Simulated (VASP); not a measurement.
Wanted: the native input for a VASP 6.6.1 run.

```
Task                   : single point
Functional             : PBE
Potentials or basis    : VASP PAW PBE potentials, release 64 (Si, O)
Cutoff                 : 520 eV
k mesh                 : 3 × 3 × 2
Occupations            : gaussian, width 0.02 eV
Spin                   : no spin polarisation
Dipole correction      : no
Further INCAR settings : ALGO = Normal; EDIFF = 1e-06; NBANDS = 34
```

The structure of SiO2 lies in POSCAR:

```
SiO2
1.0
    5.0605222284      0.0000000000      0.0000000000
   -2.5302611142      4.3825408062      0.0000000000
    0.0000000000      0.0000000000      5.5413533100
Si O
3 6
Direct
    0.0000000000      0.5000000000      0.3333333333
    0.5000000000      0.5000000000      0.6666666667
    0.5000000000      0.0000000000      0.0000000000
    0.5827892600      0.7913946300      0.8333333333
    0.7913946300      0.5827892600      0.5000000000
    0.7913946300      0.2086053700      0.1666666667
    0.4172107400      0.2086053700      0.8333333333
    0.2086053700      0.4172107400      0.5000000000
    0.2086053700      0.7913946300      0.1666666667
```

These files were run (other wordings do the same):

INCAR

```
SYSTEM = SiO2
ALGO = Normal
EDIFF = 1E-6
ENCUT = 520
GGA = PE
ISIF = 2
ISMEAR = 0
LASPH = .TRUE.
LCHARG = .FALSE.
LREAL = .FALSE.
LWAVE = .FALSE.
NBANDS = 34
NELM = 60
PREC = Accurate
SIGMA = 0.02
```

KPOINTS

```
k-points
0
G
  3 3 2
  0 0 0
```

Potentials or basis: VASP PAW PBE potentials, release 64 (Si, O).

Launch:

```bash
$ cat potpaw_PBE.64/Si/POTCAR potpaw_PBE.64/O/POTCAR > POTCAR
$ mpirun -np 1 vasp_std > vasp.out
```

It gave:

```yaml
Pressure: 5.1 GPa
Largest_force: 0.236 eV/Å
Band_gap_on_the_k_mesh: 5.72 eV, indirect (least direct gap 5.91 eV)
```

Caveat: the k points lie up to 0.57 Å⁻¹ apart.

Wall time 14 s on 1 thread of Intel(R) Xeon(R) 6975P-C (Granite Rapids) (shared host), peak memory 0.23 GiB.
